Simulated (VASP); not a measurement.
# SbPt (P6_3/mmc) in VASP: a series of runs

Runs on SbPt. Level: PBEsol. Tasks: single point, relaxation of shape and atoms at fixed volume.

Program: VASP 6.6.1. These are calculated values, not measurements. Logs are shortened: lines on timing, memory, paths and dates and some standing lists are left out, and cuts for length are marked.

**1. The cell of the first run**

The structure is hexagonal, space group P6_3/mmc (No. 194). Conventional cell: a = 4.025 Å, b = 4.025 Å, c = 5.344 Å, α = 90.00°, β = 90.00°, γ = 120.00°. Within 3.6 Å of Sb (site symmetry -6m2) lie 6 Pt at 2.68 Å and 6 Sb at 3.54 Å. Pt (site symmetry -3m) has 2 Pt at 2.67 Å and 6 Sb at 2.68 Å within 3.5 Å.

**2. Single point, PBEsol (18.74 Å³/atom)**

Input file INCAR:

```
PREC = Accurate ; ENCUT = 500
EDIFF = 1E-6 ; ISMEAR = 0
SIGMA = 0.1 ; LREAL = F
LASPH = T ; NELM = 120
ALGO = Normal ; ISIF = 2
LWAVE = F ; LCHARG = F
GGA = PS ; NBANDS = 41
GGA_COMPAT = F
```

Input file KPOINTS:

```
Automatic mesh
0
Gamma
  12 12 8
```

Input file POSCAR:

```
SbPt
1.0
    4.0246774558      0.0000000000      0.0000000000
   -2.0123387279      3.4854729188      0.0000000000
    0.0000000000      0.0000000000      5.3441885544
Sb Pt
2 2
Direct
    0.3333333333      0.6666666667      0.2500000000
    0.6666666667      0.3333333333      0.7500000000
    0.0000000000      0.0000000000      0.0000000000
    0.0000000000      0.0000000000      0.5000000000
```

Potentials or basis: VASP PAW PBE potentials, release 64 (Sb_d_GW, Pt_sv_GW).

On the command line:

```sh
$ cat potpaw_PBE.64/Sb_d_GW/POTCAR potpaw_PBE.64/Pt_sv_GW/POTCAR > POTCAR
$ mpirun -np 1 vasp_std > vasp.out
```

OUTCAR:

```text
PREC = Accurate
   ENCUT = 500
   EDIFF = 1E-6
   ISMEAR = 0
   LREAL = F
   LASPH = T
   NELM = 120
   ISIF = 2
   GGA = PS

 ion  position               nearest neighbor table
   1  0.333  0.667  0.250-   3 2.68   4 2.68   3 2.68   4 2.68   3 2.68   4 2.68
   2  0.667  0.333  0.750-   3 2.68   4 2.68   3 2.68   4 2.68   3 2.68   4 2.68
   3  0.000  0.000  0.000-   4 2.67   4 2.67   1 2.68   2 2.68   2 2.68   1 2.68   2 2.68   1 2.68

   4  0.000  0.000  0.500-   3 2.67   3 2.67   1 2.68   2 2.68   2 2.68   1 2.68   2 2.68   1 2.68

  LATTYP: Found a hexagonal cell.
 ALAT       =     4.0246774558
 C/A-ratio  =     1.3278551171

  Lattice vectors:

 A1 = (   4.0246774558,   0.0000000000,   0.0000000000)
 A2 = (  -2.0123387279,   3.4854729188,   0.0000000000)
 A3 = (   0.0000000000,   0.0000000000,   5.3441885544)

Analysis of symmetry for initial positions (statically):
=====================================================================
 Subroutine PRICEL returns:
 Original cell was already a primitive cell.

 Routine SETGRP: Setting up the symmetry group for a
 hexagonal supercell.

 Subroutine GETGRP returns: Found 24 space group operations
 (whereof 12 operations were pure point group operations)
 out of a pool of 24 trial point group operations.

The static configuration has the point symmetry D_3d.
 The point group associated with its full space group is D_6h.

Analysis of symmetry for dynamics (positions and initial velocities):
=====================================================================
 Subroutine PRICEL returns:
 Original cell was already a primitive cell.

 Routine SETGRP: Setting up the symmetry group for a
 hexagonal supercell.

 Subroutine GETGRP returns: Found 24 space group operations
 (whereof 12 operations were pure point group operations)
 out of a pool of 24 trial point group operations.

The dynamic configuration has the point symmetry D_3d.
 The point group associated with its full space group is D_6h.

 Subroutine INISYM returns: Found 24 space group operations
 (whereof 12 operations are pure point group operations),
 and found     1 'primitive' translations

----------------------------------------------------------------------------------------

                                     Primitive cell

  volume of cell :      74.9678

  direct lattice vectors                    reciprocal lattice vectors
     4.024677456  0.000000000  0.000000000     0.248467116  0.143452556  0.000000000
    -2.012338728  3.485472919  0.000000000     0.000000000  0.286905113  0.000000000
     0.000000000  0.000000000  5.344188554     0.000000000  0.000000000  0.187119146

  length of vectors
     4.024677456  4.024677456  5.344188554     0.286905113  0.286905113  0.187119146

  position of ions in fractional coordinates (direct lattice)
     0.333333333  0.666666667  0.250000000
     0.666666667  0.333333333  0.750000000
     0.000000000  0.000000000  0.000000000
     0.000000000  0.000000000  0.500000000

  ion indices of the primitive-cell ions
   primitive index   ion index
                 1           1
                 2           2
                 3           3
                 4           4

----------------------------------------------------------------------------------------

 KPOINTS: Automatic mesh

Automatic generation of k-mesh.
 Grid dimensions read from file:
 generate k-points for:   12   12    8

 Generating k-lattice:

  Cartesian coordinates                     Fractional coordinates (reciprocal lattice)
     0.020705593  0.011954380  0.000000000     0.083333333  0.000000000  0.000000000
     0.000000000  0.023908759  0.000000000     0.000000000  0.083333333  0.000000000
     0.000000000  0.000000000  0.023389893     0.000000000  0.000000000  0.125000000

  Length of vectors
     0.023908759  0.023908759  0.023389893

  Shift w.r.t. Gamma in fractional coordinates (k-lattice)
     0.000000000  0.000000000  0.000000000

 Subroutine IBZKPT returns following result:
 ===========================================

 Found     95 irreducible k-points:

 Following reciprocal coordinates:
            Coordinates               Weight
  0.000000  0.000000  0.000000      1.000000
  0.083333 -0.000000  0.000000      6.000000
  0.166667 -0.000000  0.000000      6.000000
  0.250000 -0.000000  0.000000      6.000000
  0.333333 -0.000000  0.000000      6.000000
  0.416667 -0.000000  0.000000      6.000000
[... 16 lines left out ...]
  0.250000 -0.000000  0.125000     12.000000
  0.333333 -0.000000  0.125000     12.000000
 [... further k-points ...]
   k-points           NKPTS =     95   k-points in BZ     NKDIM =     95   number of bands    NBANDS=     41
   number of dos      NEDOS =    301   number of ions     NIONS =      4
   total plane-waves  NPLWV =  36000
   dimension x,y,z NGX =    30 NGY =   30 NGZ =   40
   dimension x,y,z NGXF=    60 NGYF=   60 NGZF=   80
   ions per type =               2   2
   NGX,Y,Z   is equivalent  to a cutoff of  12.39, 12.39, 12.44 a.u.
   NGXF,Y,Z  is equivalent  to a cutoff of  24.78, 24.78, 24.89 a.u.
 SYSTEM =  unknown system
   PREC   = accura    normal or accurate (medium, high low for compatibility)
   ISTART =      0    job   : 0-new  1-cont  2-samecut
   ICHARG =      2    charge: 1-file 2-atom 10-const
   ISPIN  =      1    spin polarized calculation?
   LNONCOLLINEAR =      F non collinear calculations
   LSORBIT =      F    spin-orbit coupling
   LASPH  =      T    aspherical Exc in radial PAW
   ENCUT  =  500.0 eV  36.75 Ry    6.06 a.u.   7.34  7.34  9.74*2*pi/ulx,y,z
   NELM   =    120;   NELMIN=  2; NELMDL= -5     # of ELM steps
   EDIFF  = 0.1E-05   stopping-criterion for ELM
   LREAL  =      F    real-space projection
   EDIFFG = 0.1E-04   stopping-criterion for IOM
   NSW    =      0    number of steps for IOM
   IBRION =     -1    ionic relax: 0-MD 1-quasi-New 2-CG
   NFREE  =      0    steps in history (QN), initial steepest desc. (CG)
   ISIF   =      2    stress and relaxation
   ISYM   =      2    0-nonsym 1-usesym 2-fastsym
   POTIM  = 0.5000    time-step for ionic-motion
   TEBEG  =    0.0;   TEEND  =   0.0 temperature during run
   PSTRESS=    0.0 pullay stress
   NELECT =      66.0000    total number of electrons
   NUPDOWN=      -1.0000    fix difference up-down
   EMIN   =  10.00;   EMAX   =-10.00  energy-range for DOS
   EFERMI =   0.00;   METHOD = LEGACY
   ISMEAR =     0;   SIGMA  =   0.10  broadening in eV -4-tet -1-fermi 0-gaus
   EFERMI_NEDOS =   21; number of points for ismear=-14 and -15
   IALGO  =     38    algorithm
   IMIX   =      4    mixing-type and parameters
     AMIX     =   0.40;   BMIX     =  1.00
     AMIX_MAG =   1.60;   BMIX_MAG =  1.00
  volume/ion in A,a.u.               =      18.74       126.48
  Fermi-wavevector in a.u.,A,eV,Ry     =   1.569030  2.965037 33.495579  2.461856
  Thomas-Fermi vector in A             =   2.670973
   LORBIT       =      0    0 simple, 1 ext, 2 COOP (PROOUT), +10 PAW based schemes
   GGA     = PS    functional components
   LHFCALC =     F    Hartree Fock is set to
   AEXX    =    0.0000 exact exchange contribution
   IVDW    =     0    specifies the selected vdW correction
   LEPSILON=     F    determine dielectric tensor
   LRPA    =     F    only Hartree local field effects (RPA)
 non-spin polarized calculation
 Gauss-broadening in eV      SIGMA  =   0.10
  energy-cutoff  :      500.00
  volume of cell :       74.97
 maximum number of plane-waves:      1940
 NGX is ok and might be reduce to    30
   NGX = 15   NGY = 15   NGZ = 19

 number of electron      65.9999983 magnetization

 Free energy of the ion-electron system (eV)
  ---------------------------------------------------
  ext. energy  EPLUGINS =         0.00000000
  ---------------------------------------------------
  free energy    TOTEN  =       -24.34634954 eV

  energy without entropy =      -24.33962735  energy(sigma->0) =      -24.34298844

 E-fermi :   9.6430     XC(G=0): -12.5646

 val. band max:        9.6351302809   @ k =   0.0833  -0.0000   0.1250
 cond. band min:       9.6532803608   @ k =   0.2500  -0.0000   0.2500
 fundamental gap:      0.0181500799
 Fermi energy:         9.6429959836

 k-point     1 :       0.0000    0.0000    0.0000
  band No.  band energies     occupation
      1     -89.7089      2.00000
      2     -89.6895      2.00000
      3     -44.1602      2.00000
      4     -43.8764      2.00000
      5     -43.8764      2.00000
      6     -43.8379      2.00000
[... 33 lines left out ...]
     40      14.8977      0.00000
     41      17.8940      0.00000

 k-point     2 :       0.0833   -0.0000    0.0000
  band No.  band energies     occupation
      1     -89.7086      2.00000
      2     -89.6893      2.00000
      3     -44.1598      2.00000
      4     -43.8768      2.00000
      5     -43.8763      2.00000
      6     -43.8381      2.00000
[... 33 lines left out ...]
     40      15.4283      0.00000
     41      17.0897      0.00000

 k-point     3 :       0.1667   -0.0000    0.0000
  band No.  band energies     occupation
      1     -89.7085      2.00000
      2     -89.6893      2.00000
      3     -44.1599      2.00000
      4     -43.8766      2.00000
      5     -43.8765      2.00000
      6     -43.8386      2.00000
[... 33 lines left out ...]
     40      16.4779      0.00000
     41      16.8253      0.00000

 k-point     4 :       0.2500   -0.0000    0.0000
  band No.  band energies     occupation
      1     -89.7084      2.00000
      2     -89.6895      2.00000
      3     -44.1601      2.00000
      4     -43.8775      2.00000
      5     -43.8767      2.00000
      6     -43.8398      2.00000
[... 825 lines left out ...]
     40      16.4977      0.00000
     41      16.8621      0.00000

 k-point    23 :       0.2500   -0.0000    0.1250
  band No.  band energies     occupation
      1     -89.7077      2.00000
      2     -89.6902      2.00000
      3     -44.1457      2.00000
      4     -43.8763      2.00000
      5     -43.8753      2.00000
      6     -43.8412      2.00000
[... 33 lines left out ...]
     40      16.2607      0.00000
     41      17.3584      0.00000

 k-point    24 :       0.3333   -0.0000    0.1250
  band No.  band energies     occupation
      1     -89.7078      2.00000
      2     -89.6901      2.00000
      3     -44.1459      2.00000
      4     -43.8773      2.00000
      5     -43.8754      2.00000
      6     -43.8413      2.00000
[... 33 lines left out ...]
     40      16.5415      0.00000
     41      17.6315      0.00000

 [... further k-points ...]

------------------------ aborting loop because EDIFF is reached ----------------------------------------

  FORCE on cell =-STRESS in cart. coord.  units (eV):
  Direction    XX          YY          ZZ          XY          YZ          ZX
  --------------------------------------------------------------------------------------
  -------------------------------------------------------------------------------------
  Total        7.2175116      7.2175116      7.2218608      0.0000000      0.0000000      0.0000000
  in kB      154.2494078    154.2494078    154.3423567      0.0000000      0.0000000      0.0000000
  external PRESSURE =     154.2803908 kB  Pullay stress =       0.0000000 kB

 VOLUME and BASIS-vectors are now :
 -----------------------------------------------------------------------------
  energy-cutoff  :      500.00
  volume of cell :       74.97
      direct lattice vectors                 reciprocal lattice vectors
     4.024677456  0.000000000  0.000000000     0.248467116  0.143452556  0.000000000
    -2.012338728  3.485472919  0.000000000     0.000000000  0.286905113  0.000000000
     0.000000000  0.000000000  5.344188554     0.000000000  0.000000000  0.187119146

 POSITION                                       TOTAL-FORCE (eV/Angst)
 -----------------------------------------------------------------------------------
     -0.00000      2.32365      1.33605         0.000000      0.000000      0.000000
      2.01234      1.16182      4.00814         0.000000      0.000000      0.000000
      0.00000      0.00000      0.00000        -0.000000      0.000000      0.000000
      0.00000      0.00000      2.67209        -0.000000      0.000000      0.000000
 -----------------------------------------------------------------------------------
    total drift:                               -0.000000      0.000000      0.000000

  FREE ENERGIE OF THE ION-ELECTRON SYSTEM (eV)
  ---------------------------------------------------
  free  energy   TOTEN  =       -24.3463495416 eV

  energy  without entropy=      -24.3396273476  energy(sigma->0) =      -24.34298844
```

It took 6.3 min on 1 thread of Intel Xeon Platinum 8259CL at 2.50GHz (Skylake/Cascade Lake), shared host; peak memory 0.39 GiB.

Results:

| Property | Result |
| --- | --- |
| Free energy | -24.3463 eV |
| Pressure | 15.4 GPa |
| Band gap on the k mesh | zero (bands 33 and 34 overlap by 4.57 eV) |

Caveat: the cell stands under pressure; the PAW data sets were made with another functional, which shifts forces and pressure a little; spin-orbit coupling is left out, which moves the levels of the heavy elements.

**3. Relaxation of shape and atoms at fixed volume, PBEsol (18.74 Å³/atom)**

Input file INCAR:

```
ALGO = Normal ; EDIFF = 1E-6
EDIFFG = -0.01 ; ENCUT = 600
GGA = PS ; IBRION = 2
ISIF = 4 ; ISMEAR = 0
LASPH = T ; LCHARG = F
LREAL = F ; LWAVE = F
NELM = 60 ; NSW = 50
PREC = Accurate ; SIGMA = 0.1
```

Input file KPOINTS:

```
k-points
0
Gamma
  12 12 8
```

Input file POSCAR:

```
SbPt
1.0
    4.0304593298      0.0000000000      0.0000000000
   -2.0152296649      3.4904801686      0.0000000000
    0.0000000000      0.0000000000      5.3288665978
Sb Pt
2 2
Direct
    0.3333333333      0.6666666667      0.2500000000
    0.6666666667      0.3333333333      0.7500000000
    0.0000000000      0.0000000000      0.0000000000
    0.0000000000      0.0000000000      0.5000000000
```

Potentials or basis: VASP PAW PBE potentials, release 64 (Sb, Pt).

On the command line:

```sh
$ cat potpaw_PBE.64/Sb/POTCAR potpaw_PBE.64/Pt/POTCAR > POTCAR
$ mpirun -np 1 vasp_std > vasp.out
```

It took 3.5 min on 1 thread of Oxide Virtual Turin-like, shared host; peak memory 0.29 GiB.

The run converged. Its results:

```
Free energy               : -24.4017 eV
Energy gained by relaxing : 0.1 meV/atom
Ionic steps               : 2
Pressure after relaxing   : 16.7 GPa
Band gap on the k mesh    : zero (bands 15 and 16 overlap by 4.57 eV)
```

The path:
```tsv
step	energy change (eV)	largest force (eV/Å)	pressure (GPa)	volume (Å³)
1	0.0000	0.0000	16.80	74.97
2	-0.0004	0.0000	16.73	74.97
```

Final structure:
```
CELL_PARAMETERS angstrom
4.02501 0.00000 0.00000
-2.01251 3.48576 0.00000
0.00000 0.00000 5.34329
ATOMIC_POSITIONS crystal
Sb 0.33333 0.66667 0.25000
Sb 0.66667 0.33333 0.75000
Pt 0.00000 0.00000 0.00000
Pt 0.00000 0.00000 0.50000
```

Levels at points of the mesh, in eV from the Fermi level:
| k point | band 11 | band 12 | band 13 | band 14 | band 15 | band 16 | band 17 | band 18 | band 19 |
| --- | --- | --- | --- | --- | --- | --- | --- | --- | --- |
| (0.00, 0.00, 0.00) | -2.50 | -2.50 | -0.22 | -0.22 | 0.79 | 2.19 | 2.42 | 3.90 | 3.90 |
| (0.50, 0.00, 0.00) | -3.55 | -3.37 | -3.10 | -2.69 | -2.48 | -0.44 | 2.05 | 4.29 | 4.29 |
| (0.00, 0.00, 0.50) | -4.21 | -4.21 | -1.19 | -1.19 | 2.50 | 2.50 | 2.50 | 2.50 | 5.11 |
| (0.50, 0.00, 0.50) | -3.71 | -3.71 | -3.54 | -3.54 | 0.23 | 0.23 | 1.98 | 1.98 | 4.05 |

Caveat: the PAW data sets were made with another functional, which shifts forces and pressure a little; spin-orbit coupling is left out, which moves the levels of the heavy elements.
